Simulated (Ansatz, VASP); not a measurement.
**Two plane-wave programs on Mg**

INCAR

```
SYSTEM = Mg
PREC = Accurate ; ENCUT = 600
EDIFF = 1E-6 ; ISMEAR = -1
SIGMA = 0.05 ; LREAL = .FALSE.
LASPH = .TRUE. ; NELM = 60
ALGO = Normal ; ISIF = 3
LWAVE = .FALSE. ; LCHARG = .FALSE.
GGA = PE ; IVDW = 12
IBRION = 2 ; NSW = 60
EDIFFG = -0.01
```

KPOINTS

```
Automatic mesh
0
G
  11 11 11
  0 0 0
```

File POSCAR:

```
Mg
1.0
   -1.7727644967      1.7727644967      1.7727644967
    1.7727644967     -1.7727644967      1.7727644967
    1.7727644967      1.7727644967     -1.7727644967
Mg
1
Direct
    0.0000000000      0.0000000000      0.0000000000
```

input.yaml

```yaml
crystal:
  lattice:
    - [-1.7727644967, 1.7727644967, 1.7727644967]
    - [1.7727644967, -1.7727644967, 1.7727644967]
    - [1.7727644967, 1.7727644967, -1.7727644967]
  atoms:
    - { symbol: Mg, position: [0.0, 0.0, 0.0] }
hamiltonian:
  xc: pbe
  pseudopotentials: { kind: paw }
  dispersion: d3bj
kpoints:
  mp_grid: { grid: [11, 11, 11] }
scf:
  occupations: { method: fermi_dirac, width: 0.05 }
output:
  forces: true
  stress: true
  eigenvalues: true
relax:
  f_tol: 0.01
  max_steps: 40
  cell: { stress_tol: 0.05 }
```

Alike in both runs: task relaxation of cell and atoms; functional PBE; dispersion D3(BJ); k mesh 11 × 11 × 11; occupations fermi-dirac, width 0.05 eV; no spin polarisation.

```csv
,VASP,Ansatz
version,VASP 6.6.1,Ansatz 0.2.0
potentials or method,"VASP PAW PBE potentials, release 64 (Mg)",Ansatz PAW
plane-wave cutoff (eV),600,420
valence electrons in the cell,2,10
```

```csv
,VASP,Ansatz,Ansatz less VASP
"gap on the k mesh at the Fermi level, each at its own relaxed structure (eV)",none,none,-
relaxed volume (Å³/atom),21.55,21.61,+0.056
relaxed length of the cell vector where the two differ most in proportion (Å),3.036,3.039,+0.0026
```

A gap of «none» marks a metal or a gap that the smearing closes. VASP's potentials hold 2 valence electrons a cell and Ansatz's 10, so a difference there can come from the potentials and not from the codes.

Noted on Ansatz's run: the plane-wave basis is chosen anew once the cell has moved, so the energies of steps on either side of that aren't comparable.
